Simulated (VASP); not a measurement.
**Pd: single point with PBE**

The system is Pd.

```xyz
1
Lattice="0.0000 1.9735 1.9735 1.9735 0.0000 1.9735 1.9735 1.9735 0.0000" Properties=species:S:1:pos:R:3 pbc="T T T"
Pd    0.0000    0.0000    0.0000
```

| Quantity | Value |
| --- | --- |
| Program | VASP 6.6.1 |
| Task | single point |
| Functional | PBE |
| Potentials or basis | VASP PAW PBE potentials, release 64 (Pd) |
| Cutoff | 520 eV |
| k mesh | 14 × 14 × 14 |
| Occupations | methfessel-paxton, width 0.6 eV |
| Spin | no spin polarisation |

```
Pressure               : -0.6 GPa
Band gap on the k mesh : zero (band 5 reaches 9.37 eV, above the bottom of band 6 at 7.88 eV)
```

Levels at points of the mesh, in eV from the Fermi level:
| k point | band 3 | band 4 | band 5 | band 6 | band 7 | band 8 |
| --- | --- | --- | --- | --- | --- | --- |
| (0.00, 0.00, 0.00) | -2.70 | -2.70 | -1.19 | -1.19 | 17.13 | 21.67 |
| (0.50, 0.00, 0.00) | -2.74 | -0.07 | -0.07 | 1.07 | 6.96 | 16.47 |
| (0.50, 0.50, 0.00) | -0.10 | 0.22 | 0.22 | 3.32 | 10.31 | 12.95 |

It took 9.1 s on 1 thread of Intel Xeon 6975P-C, with other jobs on the host, peak memory 0.15 GiB.
